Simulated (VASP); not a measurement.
# MnInCoS4 in VASP: single point with r2SCAN

Aim: the single point of MnInCoS4 with r2SCAN.

Everything below comes from runs of VASP 6.6.1. Logs are shortened: lines on timing, memory, paths and dates and some standing lists are left out, and cuts for length are marked.

## 1. The cell of the first run

The typed cell holds 7 atoms: a = 3.773 Å, b = 3.773 Å, c = 12.262 Å, α = 90.00°, β = 90.00°, γ = 120.00°.

## 2. Single point, r2SCAN

The input, POSCAR:

```
MnInCoS4
1.0
    3.7726692600      0.0000000000      0.0000000000
   -1.8863346300      3.2672287100      0.0000000000
    0.0000000000      0.0000000000     12.2623807600
S Co In Mn
4 1 1 1
Direct
    0.0000000000      0.0000000000      0.3420000000
    0.3333000000      0.6667000000      0.1020000000
    0.6667000000      0.3333000000      0.9230000000
    0.3333000000      0.6667000000      0.6110000000
    0.3333000000      0.6667000000      0.2860000000
    0.3333000000      0.6667000000      0.8040000000
    0.0000000000      0.0000000000      0.5370000000
```

The input, INCAR.step1:

```
SYSTEM = MnInCoS4
ALGO = Normal
EDIFF = 1E-4
ENCUT = 520
GGA = PE
ISMEAR = -5
LASPH = .True.
LCHARG = .False.
LMAXMIX = 4
LREAL = .False.
LWAVE = .True.
NELM = 100
PREC = Accurate
SIGMA = 0.0303
```

The input, INCAR.step2:

```
SYSTEM = MnInCoS4
ALGO = Normal
EDIFF = 1E-6
ENCUT = 520
ISIF = 2
ISMEAR = 1
ISTART = 1
LASPH = .True.
LCHARG = .False.
LMAXMIX = 4
LMIXTAU = .True.
LORBIT = 11
LREAL = .False.
LWAVE = .False.
METAGGA = R2SCAN
NELM = 100
PREC = Accurate
SIGMA = 0.0303
```

The input, KPOINTS:

```
k-points
0
Gamma
  8 8 2
  0 0 0
```

Potentials or basis: VASP PAW PBE potentials, release 64 (S, Co, In_d, Mn_pv).

The run is started by

```console
$ cat potpaw_PBE.64/S/POTCAR potpaw_PBE.64/Co/POTCAR potpaw_PBE.64/In_d/POTCAR potpaw_PBE.64/Mn_pv/POTCAR > POTCAR
$ cp INCAR.step1 INCAR
$ mpirun -np 1 vasp_std > vasp.out
$ cp INCAR.step2 INCAR
$ mpirun -np 1 vasp_std > vasp.out
```

OUTCAR:

```text
SYSTEM = MnInCoS4
   EDIFF = 1E-6
   ENCUT = 520
   ISIF = 2
   ISMEAR = 1
   ISTART = 1
   LASPH = .True.
   LORBIT = 11
   LREAL = .False.
   METAGGA = R2SCAN
   NELM = 100
   PREC = Accurate

 ion  position               nearest neighbor table
   1  0.000  0.000  0.342-   5 2.28   5 2.28   5 2.28   7 2.39
   2  0.333  0.667  0.102-   5 2.26
   3  0.667  0.333  0.923-   6 2.62   6 2.62   6 2.62
   4  0.333  0.667  0.611-   7 2.36   7 2.36   7 2.36   6 2.37
   5  0.333  0.667  0.286-   2 2.26   1 2.28   1 2.28   1 2.28
   6  0.333  0.667  0.804-   4 2.37   3 2.62   3 2.62   3 2.62
   7  0.000  0.000  0.537-   4 2.36   4 2.36   4 2.36   1 2.39

  LATTYP: Found a hexagonal cell.
 ALAT       =     3.7726692600
 C/A-ratio  =     3.2503195788

  Lattice vectors:

 A1 = (   3.7726692600,   0.0000000000,   0.0000000000)
 A2 = (  -1.8863346300,   3.2672287100,   0.0000000000)
 A3 = (   0.0000000000,   0.0000000000,  12.2623807600)

Analysis of symmetry for initial positions (statically):
=====================================================================
 Subroutine PRICEL returns:
 Original cell was already a primitive cell.

 Routine SETGRP: Setting up the symmetry group for a
 hexagonal supercell.

 Subroutine GETGRP returns: Found  2 space group operations
 (whereof  2 operations were pure point group operations)
 out of a pool of 24 trial point group operations.

The static configuration has the point symmetry C_1h.

Analysis of symmetry for dynamics (positions and initial velocities):
=====================================================================
 Subroutine PRICEL returns:
 Original cell was already a primitive cell.

 Routine SETGRP: Setting up the symmetry group for a
 hexagonal supercell.

 Subroutine GETGRP returns: Found  2 space group operations
 (whereof  2 operations were pure point group operations)
 out of a pool of 24 trial point group operations.

The dynamic configuration has the point symmetry C_1h.

 Subroutine INISYM returns: Found  2 space group operations
 (whereof  2 operations are pure point group operations),
 and found     1 'primitive' translations

----------------------------------------------------------------------------------------

                                     Primitive cell

  volume of cell :     151.1482

  direct lattice vectors                    reciprocal lattice vectors
     3.772669260  0.000000000  0.000000000     0.265064317  0.153034894  0.000000000
    -1.886334630  3.267228710  0.000000000     0.000000000  0.306069788  0.000000000
     0.000000000  0.000000000 12.262380760     0.000000000  0.000000000  0.081550232

  length of vectors
     3.772669260  3.772670378 12.262380760     0.306069879  0.306069788  0.081550232

  position of ions in fractional coordinates (direct lattice)
     0.000000000  0.000000000  0.342000000
     0.333300000  0.666700000  0.102000000
     0.666700000  0.333300000  0.923000000
     0.333300000  0.666700000  0.611000000
     0.333300000  0.666700000  0.286000000
     0.333300000  0.666700000  0.804000000
     0.000000000  0.000000000  0.537000000

  ion indices of the primitive-cell ions
   primitive index   ion index
                 1           1
                 2           2
                 3           3
                 4           4
                 5           5
                 6           6
                 7           7

----------------------------------------------------------------------------------------

 KPOINTS: k-points

Automatic generation of k-mesh.
 Grid dimensions read from file:
 generate k-points for:    8    8    2

 Generating k-lattice:

  Cartesian coordinates                     Fractional coordinates (reciprocal lattice)
     0.033133040  0.019129362  0.000000000     0.125000000 -0.000000000  0.000000000
     0.000000000  0.038258724  0.000000000     0.000000000  0.125000000  0.000000000
     0.000000000  0.000000000  0.040775116     0.000000000  0.000000000  0.500000000

  Length of vectors
     0.038258735  0.038258724  0.040775116

  Shift w.r.t. Gamma in fractional coordinates (k-lattice)
     0.000000000  0.000000000  0.000000000

 Subroutine IBZKPT returns following result:
 ===========================================

 Found     42 irreducible k-points:

 Following reciprocal coordinates:
            Coordinates               Weight
  0.000000  0.000000  0.000000      1.000000
  0.125000  0.000000  0.000000      4.000000
 -0.125000  0.125000  0.000000      2.000000
  0.250000  0.000000  0.000000      4.000000
 -0.250000  0.250000  0.000000      2.000000
  0.375000  0.000000  0.000000      4.000000
[... 16 lines left out ...]
  0.125000  0.000000  0.500000      4.000000
 -0.125000  0.125000  0.500000      2.000000
 [... further k-points ...]
   k-points           NKPTS =     42   k-points in BZ     NKDIM =     42   number of bands    NBANDS=     35
   number of dos      NEDOS =    301   number of ions     NIONS =      7
   total plane-waves  NPLWV =  75264
   dimension x,y,z NGX =    28 NGY =   28 NGZ =   96
   dimension x,y,z NGXF=    56 NGYF=   56 NGZF=  192
   ions per type =               4   1   1   1
   NGX,Y,Z   is equivalent  to a cutoff of  12.34, 12.34, 13.02 a.u.
   NGXF,Y,Z  is equivalent  to a cutoff of  24.68, 24.68, 26.03 a.u.
 SYSTEM =  MnInCoS4
   PREC   = accura    normal or accurate (medium, high low for compatibility)
   ISTART =      1    job   : 0-new  1-cont  2-samecut
   ICHARG =      0    charge: 1-file 2-atom 10-const
   ISPIN  =      1    spin polarized calculation?
   LNONCOLLINEAR =      F non collinear calculations
   LSORBIT =      F    spin-orbit coupling
   LASPH  =      T    aspherical Exc in radial PAW
   ENCUT  =  520.0 eV  38.22 Ry    6.18 a.u.   7.01  7.01 22.80*2*pi/ulx,y,z
   NELM   =    100;   NELMIN=  2; NELMDL=  0     # of ELM steps
   EDIFF  = 0.1E-05   stopping-criterion for ELM
   LREAL  =      F    real-space projection
   EDIFFG = 0.1E-04   stopping-criterion for IOM
   NSW    =      0    number of steps for IOM
   IBRION =     -1    ionic relax: 0-MD 1-quasi-New 2-CG
   NFREE  =      0    steps in history (QN), initial steepest desc. (CG)
   ISIF   =      2    stress and relaxation
   ISYM   =      2    0-nonsym 1-usesym 2-fastsym
   POTIM  = 0.5000    time-step for ionic-motion
   TEBEG  =    0.0;   TEEND  =   0.0 temperature during run
   PSTRESS=    0.0 pullay stress
   NELECT =      59.0000    total number of electrons
   NUPDOWN=      -1.0000    fix difference up-down
   EMIN   =  10.00;   EMAX   =-10.00  energy-range for DOS
   EFERMI =   0.00;   METHOD = LEGACY
   ISMEAR =     1;   SIGMA  =   0.03  broadening in eV -4-tet -1-fermi 0-gaus
   EFERMI_NEDOS =   21; number of points for ismear=-14 and -15
   IALGO  =     38    algorithm
   IMIX   =      4    mixing-type and parameters
     AMIX     =   0.40;   BMIX     =  1.00
     AMIX_MAG =   1.60;   BMIX_MAG =  1.00
  volume/ion in A,a.u.               =      21.59       145.71
  Fermi-wavevector in a.u.,A,eV,Ry     =   1.196441  2.260945 19.476334  1.431470
  Thomas-Fermi vector in A             =   2.332381
   LORBIT       =     11    0 simple, 1 ext, 2 COOP (PROOUT), +10 PAW based schemes
   METAGGA = R2SCAN    functional components
   LHFCALC =     F    Hartree Fock is set to
   AEXX    =    0.0000 exact exchange contribution
   IVDW    =     0    specifies the selected vdW correction
   LEPSILON=     F    determine dielectric tensor
   LRPA    =     F    only Hartree local field effects (RPA)
 non-spin polarized calculation
 Methfessel and Paxton  Order N= 1 SIGMA  =   0.03
  energy-cutoff  :      520.00
  volume of cell :      151.15
 maximum number of plane-waves:      4089
   NGX = 13   NGY = 13   NGZ = 45

 number of electron      59.0000019 magnetization

 Free energy of the ion-electron system (eV)
  ---------------------------------------------------
  ext. energy  EPLUGINS =         0.00000000
  ---------------------------------------------------
  free energy    TOTEN  =       -81.67183961 eV

  energy without entropy =      -81.67157595  energy(sigma->0) =      -81.67175172

 E-fermi :   4.5229     XC(G=0): -10.1665

 val. band max:        4.5199426405   @ k =   0.3750   0.3750   0.0000
 cond. band min:       4.5254812227   @ k =   0.1250   0.1250   0.0000
 fundamental gap:      0.0055385822
 Fermi energy:         4.5228911692

 k-point     1 :       0.0000    0.0000    0.0000
  band No.  band energies     occupation
      1     -45.0468      2.00000
      2     -44.8974      2.00000
      3     -44.8973      2.00000
      4     -11.6344      2.00000
      5     -11.0527      2.00000
      6     -11.0527      2.00000
[... 27 lines left out ...]
     34       6.3773      0.00000
     35       6.3774      0.00000

 k-point     2 :       0.1250    0.0000    0.0000
  band No.  band energies     occupation
      1     -45.0467      2.00000
      2     -44.8983      2.00000
      3     -44.8976      2.00000
      4     -11.6120      2.00000
      5     -11.1074      2.00000
      6     -11.0388      2.00000
[... 27 lines left out ...]
     34       6.2691      0.00000
     35       6.4951      0.00000
[... 796 lines left out ...]
     34       6.2485      0.00000
     35       6.7320      0.00000

 k-point    24 :      -0.1250    0.1250    0.5000
  band No.  band energies     occupation
      1     -45.0467      2.00000
      2     -44.8983      2.00000
      3     -44.8975      2.00000
      4     -11.6119      2.00000
      5     -11.1073      2.00000
      6     -11.0388      2.00000
[... 27 lines left out ...]
     34       6.2483      0.00000
     35       6.7320      0.00000

 [... further k-points ...]

------------------------ aborting loop because EDIFF is reached ----------------------------------------

  FORCE on cell =-STRESS in cart. coord.  units (eV):
  Direction    XX          YY          ZZ          XY          YZ          ZX
  --------------------------------------------------------------------------------------
  -------------------------------------------------------------------------------------
  Total       -8.6361260     -8.6356827    -11.3224488      0.0003898      0.0008892     -0.0015358
  in kB      -91.5432828    -91.5385845   -120.0184129      0.0041315      0.0094259     -0.0162793
  external PRESSURE =    -101.0334267 kB  Pullay stress =       0.0000000 kB

 VOLUME and BASIS-vectors are now :
 -----------------------------------------------------------------------------
  energy-cutoff  :      520.00
  volume of cell :      151.15
      direct lattice vectors                 reciprocal lattice vectors
     3.772669260  0.000000000  0.000000000     0.265064317  0.153034894  0.000000000
    -1.886334630  3.267228710  0.000000000     0.000000000  0.306069788  0.000000000
     0.000000000  0.000000000 12.262380760     0.000000000  0.000000000  0.081550232

 POSITION                                       TOTAL-FORCE (eV/Angst)
 -----------------------------------------------------------------------------------
      0.00000      0.00000      4.19373        -0.000860      0.000497      0.359579
     -0.00019      2.17826      1.25076        -0.000000      0.000000      2.933324
      1.88652      1.08897     11.31818        -0.001218      0.000703     -1.924815
     -0.00019      2.17826      7.49231         0.001006     -0.000581     -2.508136
     -0.00019      2.17826      3.50704         0.000781     -0.000451     -1.153790
     -0.00019      2.17826      9.85895         0.001101     -0.000636      2.800201
      0.00000      0.00000      6.58490        -0.000810      0.000468     -0.506363
 -----------------------------------------------------------------------------------
    total drift:                                0.000009      0.000001      0.004719

  FREE ENERGIE OF THE ION-ELECTRON SYSTEM (eV)
  ---------------------------------------------------
  free  energy   TOTEN  =       -81.6718396100 eV

  energy  without entropy=      -81.6715759511  energy(sigma->0) =      -81.67175172

 total charge

# of ion       s       p       d       tot
------------------------------------------
    1        1.318   2.317   0.000   3.635
    2        1.376   2.177   0.000   3.553
    3        1.380   2.246   0.000   3.627
    4        1.307   2.392   0.000   3.700
    5        0.403   0.401   7.293   8.098
    6        0.823   0.674   9.920  11.417
    7        0.260   6.183   5.145  11.587
--------------------------------------------------
tot          6.868  16.390  22.358  45.617
```

Run time: 17 min. Hardware: 1 thread of Intel Xeon Platinum 8259CL at 2.50GHz (Skylake/Cascade Lake), shared host; peak memory 0.45 GiB.

Results:

```
Free energy                                           : -81.6718 eV
Pressure                                              : -10.1 GPa
Largest force                                         : 2.933 eV/Å
Band gap on the k mesh                                : zero (an odd number of electrons rules out a gap without spin polarisation)
Valence electrons inside the program's atomic spheres : S 3.63, 3.55, 3.70 (each value once); Co 8.10; In 11.42; Mn 11.59
```

Forces in eV/Å, atoms in the order of the input:
```
S   -0.001  0.000  0.360
S    0.000  0.000  2.933
S   -0.001  0.001 -1.925
S    0.001 -0.001 -2.508
Co   0.001  0.000 -1.154
In   0.001 -0.001  2.800
Mn  -0.001  0.000 -0.506
```

Caveat: the cell stands under tension; the PAW data sets were made with another functional, which shifts forces and pressure a little; spin-orbit coupling is left out, which moves the levels of the heavy elements; an odd number of electrons without spin polarisation forces a metal; a magnetic or distorted state may lie lower; the run has no spin polarisation, though such a crystal can be magnetic; semilocal functionals often make such compounds metallic where correlation or magnetic order opens a gap, which also shifts bond lengths. Spin polarisation is off, so any magnetic state and its effect on volume and gap are missing.
